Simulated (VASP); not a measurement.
## SiNi: single point with BLYP

The system is SiNi.

```
CELL_PARAMETERS angstrom
2.94277 0.00000 0.00000
0.00000 3.28033 0.00000
0.00000 0.00000 4.67745
ATOMIC_POSITIONS crystal
Ni 0.50000 0.50000 0.34250
Ni 0.00000 0.00000 0.65750
Si 0.50000 0.50000 0.84314
Si 0.00000 0.00000 0.15686
```

| Quantity | Value |
| --- | --- |
| Program | VASP 6.6.1 |
| Task | single point |
| Functional | BLYP |
| Potentials or basis | VASP PAW PBE potentials, release 64 (Ni_sv_GW, Si) |
| Cutoff | 690 eV |
| k mesh | 9 × 8 × 6 |
| Occupations | fermi-dirac, width 0.05 eV |
| Spin | collinear spin, ferromagnetic start |
| Starting moments | [1.0, 1.0, 0.0, 0.0] μB |
| Dipole correction | no |
| Further INCAR settings | ALGO = Normal; EDIFF = 1e-06; NBANDS = 34 |

```
Pressure                                              : 15.4 GPa
Largest force                                         : 0.132 eV/Å
Band gap on the k mesh                                : zero (filled and empty bands overlap)
Net moment                                            : 0.00 μB per cell
Valence electrons inside the program's atomic spheres : Ni 16.54; Si 1.64
```

Forces in eV/Å, atoms in the order of the input:
```
Ni   0.000  0.000 -0.103
Ni   0.000  0.000  0.103
Si   0.000  0.000 -0.132
Si   0.000  0.000  0.132
```

Stress tensor (GPa, compression positive):
```
17.16  0.00  0.00
 0.00 16.13  0.00
 0.00  0.00 12.97
```

Levels at points of the mesh, in eV from the Fermi level:
Spin up:
| k point | band 19 | band 20 | band 21 | band 22 | band 23 | band 24 | band 25 | band 26 |
| --- | --- | --- | --- | --- | --- | --- | --- | --- |
| (0.00, 0.00, 0.00) | -2.40 | -2.08 | -2.06 | -1.38 | 1.19 | 2.73 | 5.09 | 5.69 |
| (0.00, 0.50, 0.00) | -2.32 | -2.32 | -2.29 | -2.29 | 1.14 | 1.14 | 4.94 | 4.94 |
| (0.00, 0.00, 0.50) | -2.77 | -2.13 | 1.07 | 1.60 | 2.06 | 2.42 | 2.85 | 3.61 |
| (0.00, 0.50, 0.50) | -2.14 | -2.14 | -2.10 | -2.10 | 5.25 | 5.25 | 5.33 | 5.33 |
Spin down:
| k point | band 20 | band 21 | band 22 | band 23 | band 24 | band 25 |
| --- | --- | --- | --- | --- | --- | --- |
| (0.00, 0.00, 0.00) | -2.08 | -2.06 | -1.38 | 1.19 | 2.73 | 5.09 |
| (0.00, 0.50, 0.00) | -2.32 | -2.29 | -2.29 | 1.14 | 1.14 | 4.94 |
| (0.00, 0.00, 0.50) | -2.13 | 1.07 | 1.60 | 2.06 | 2.42 | 2.85 |
| (0.00, 0.50, 0.50) | -2.14 | -2.10 | -2.10 | 5.25 | 5.25 | 5.33 |

It took 6.1 min on 1 thread of Intel(R) Xeon(R) Platinum 8559C (Emerald Rapids), with other jobs on the host, peak memory 0.46 GiB.

Caveat: the cell stands under pressure; the moments typed at the start vanished in this run; the PAW data sets were made with another functional, which shifts forces and pressure a little.
